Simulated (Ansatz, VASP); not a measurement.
## Ti in VASP and in Ansatz

```xyz
3
Lattice="4.6000 0.0000 0.0000 -2.3000 3.9837 0.0000 0.0000 0.0000 2.8200" Properties=species:S:1:pos:R:3 pbc="T T T"
Ti    0.0000    0.0000    0.0000
Ti    0.0000    2.6058    1.4100
Ti    2.3000    1.3279    1.4100
```

Alike in both runs: task single point; functional r2SCAN; k mesh 8 × 8 × 12; occupations fermi-dirac, width 0.1 eV; no spin polarisation.

|  | VASP | Ansatz |
| --- | --- | --- |
| version | VASP 6.6.1 | Ansatz 0.2.0 |
| potentials or method | VASP PAW PBE potentials, release 64 (Ti_sv), cutoff 520 eV | plane waves, PAW |
| valence electrons in the cell | 36 | 36 |

```tsv
	VASP	Ansatz	Ansatz less VASP
rms of the force components (eV/Å)	0.074	0.071	-0.0027
```

VASP's potentials were made for PBE, not for r2SCAN. Atom by atom the forces differ by 0.003 eV/Å (rms over components).
